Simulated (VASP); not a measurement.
Input of a VASP 6.6.1 run:

Contents of INCAR:

```
SYSTEM = MnSe
  PREC = Accurate
  ENCUT = 520
  EDIFF = 1E-6
  ISMEAR = 0
  SIGMA = 0.2
  LREAL = .FALSE.
  LASPH = .TRUE.
  NELM = 150
  ALGO = Normal
  ISIF = 2
  LWAVE = .FALSE.
  LCHARG = .FALSE.
  ISPIN = 2
  MAGMOM = 4.15 0
  LORBIT = 11
  LMAXMIX = 4
  NBANDS = 20
```

The input KPOINTS:

```
Automatic mesh
0
G
  14 14 14
  0 0 0
```

The input POSCAR:

```
MnSe
1.0
    0.0000000000      2.8106525234      2.8106525234
    2.8106525234      0.0000000000      2.8106525234
    2.8106525234      2.8106525234      0.0000000000
Mn Se
1 1
Direct
    0.0000000000      0.0000000000      0.0000000000
    0.7500000000      0.7500000000      0.7500000000
```

Potentials or basis: VASP PAW LDA potentials, release 64 (Mn_pv, Se).

Run with:

```bash
$ cat potpaw_LDA.64/Mn_pv/POTCAR potpaw_LDA.64/Se/POTCAR > POTCAR
$ mpirun -np 1 vasp_std > vasp.out
```

Task: Estimate the pressure.

Result: -0.8 GPa.

Task: What does it give for the net moment?

Result: 4.25 μB per cell.

Task: What does it give for the site moments?

Result: Mn +3.82; Se +0.05 μB.

Caveat: a cell with one magnetic atom can't hold antiferromagnetic order, which such compounds often take.
